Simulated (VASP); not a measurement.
The system is BN.

```
CELL_PARAMETERS angstrom
2.55394 0.00000 0.00000
-1.27697 2.21178 0.00000
0.00000 0.00000 4.22685
ATOMIC_POSITIONS crystal
N 0.33333 0.66667 0.12528
N 0.66667 0.33333 0.62528
B 0.33333 0.66667 0.49972
B 0.66667 0.33333 0.99972
```

* Program: VASP 6.6.1
* Task: relaxation of cell and atoms
* Functional: BLYP
* Potentials or basis: VASP PAW PBE potentials, release 64 (N, B)
* Cutoff: 600 eV
* k mesh: 12 × 12 × 6
* Occupations: fermi-dirac, width 0.05 eV
* Spin: no spin polarisation

At the start: pressure 6.4 GPa; volume 5.97 Å³/atom.

Q: How do energy, volume and symmetry change on relaxing?

A: Over 3 steps the energy falls by 2.1 meV/atom and the volume is 6.07 Å³/atom (+1.8 %); space group P6_3mc (No. 186, to 0.05 Å).

Step by step:
```
step  energy change (eV)  largest force (eV/Å)  pressure (GPa)  volume (Å³)
   1              0.0000                0.0286            6.38        23.88
   2             -0.0007                0.0075           -5.81        24.71
   3             -0.0083                0.0095           -0.03        24.30
```

Final structure:
```
N B
1.0
     2.56935    0.00000    0.00000
    -1.28467    2.22512    0.00000
     0.00000    0.00000    4.24991
N B
2 2
Cartesian
  0.0000 1.4834 0.5317
  1.2847 0.7417 2.6567
  0.0000 1.4834 2.1245
  1.2847 0.7417 4.2495
```

Caveat: the PAW data sets were made with another functional, which shifts forces and pressure a little.
